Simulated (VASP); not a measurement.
Input of a VASP 6.6.1 run:

File INCAR:

```
ALGO = Normal ; EDIFF = 1E-6
ENCUT = 600 ; GGA = PE
GGA_COMPAT = F ; ISIF = 2
ISMEAR = 0 ; LASPH = T
LCHARG = F ; LREAL = F
LWAVE = F ; NBANDS = 11
NELM = 120 ; PREC = Accurate
SIGMA = 0.05
```

Contents of KPOINTS:

```
k-points
0
Gamma
  8 8 8
```

File POSCAR:

```
MgSe
1.0
    0.0000000000      2.7255000000      2.7255000000
    2.7255000000      0.0000000000      2.7255000000
    2.7255000000      2.7255000000      0.0000000000
Mg Se
1 1
Direct
    0.0000000000      0.0000000000      0.0000000000
    0.5000000000      0.5000000000      0.5000000000
```

Potentials or basis: VASP PAW PBE potentials, release 64 (Mg, Se).

Launch:

```bash
$ cat potpaw_PBE.64/Mg/POTCAR potpaw_PBE.64/Se/POTCAR > POTCAR
$ mpirun -np 1 vasp_std > vasp.out
```

Estimate the pressure.

1.9 GPa.

Predict the band gap on the k mesh.

1.80 eV, indirect (least direct gap 2.60 eV).

A k mesh can miss the band edges.
